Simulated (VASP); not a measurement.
Wanted: the native input for a VASP 6.6.1 run.

* Task: single point
* Functional: PBE
* Potentials or basis: VASP PAW PBE potentials, release 64 (N, Ti_sv, O)
* Cutoff: 520 eV
* k mesh: 9 × 9 × 1
* Occupations: gaussian, width 0.1 eV
* Spin: no spin polarisation
* Dipole correction: yes
* Further INCAR settings: ALGO = Normal; EDIFF = 1e-07; NBANDS = 38

The structure of Ti3N3O lies in POSCAR:

```
Ti3N3O
1.0
    3.0028555065      0.0000000000      0.0000000000
   -1.5014277533      2.6005491525      0.0000000000
    0.0000000000      0.0000000000     21.5541471922
N Ti O
3 3 1
Direct
    0.3333333333      0.6666666667      0.1855791354
    0.0000000000      0.0000000000      0.2993308525
    0.6666666667      0.3333333333      0.4147299352
    0.6666666667      0.3333333333      0.2424549940
    0.3333333333      0.6666666667      0.3575097830
    0.0000000000      0.0000000000      0.4776044501
    0.6666666667      0.3333333333      0.5244817443
```

The input as run:

INCAR

```
SYSTEM = Ti3N3O
PREC = Accurate
ENCUT = 520
EDIFF = 1E-7
ISMEAR = 0
SIGMA = 0.1
LREAL = .FALSE.
LASPH = .TRUE.
NELM = 100
ALGO = Normal
ISIF = 2
LWAVE = .FALSE.
LCHARG = .FALSE.
LDIPOL = .TRUE.
IDIPOL = 3
DIPOL = 0.5 0.5 0.357
GGA = PE
NBANDS = 38
```

KPOINTS

```
Automatic mesh
0
G
  9 9 1
  0 0 0
```

Potentials or basis: VASP PAW PBE potentials, release 64 (N, Ti_sv, O).

Run with:

```bash
$ cat potpaw_PBE.64/N/POTCAR potpaw_PBE.64/Ti_sv/POTCAR potpaw_PBE.64/O/POTCAR > POTCAR
$ mpirun -np 1 vasp_std > vasp.out
```

It gave:

```yaml
Largest_force: 5.563 eV/Å
Band_gap_on_the_k_mesh: zero (an odd number of electrons rules out a gap without spin polarisation)
```

Caveat: an odd number of electrons without spin polarisation forces a metal; a magnetic or distorted state may lie lower.

Wall time 86 s on 1 thread of Intel(R) Xeon(R) 6975P-C (Granite Rapids), with other jobs on the host, peak memory 0.32 GiB.
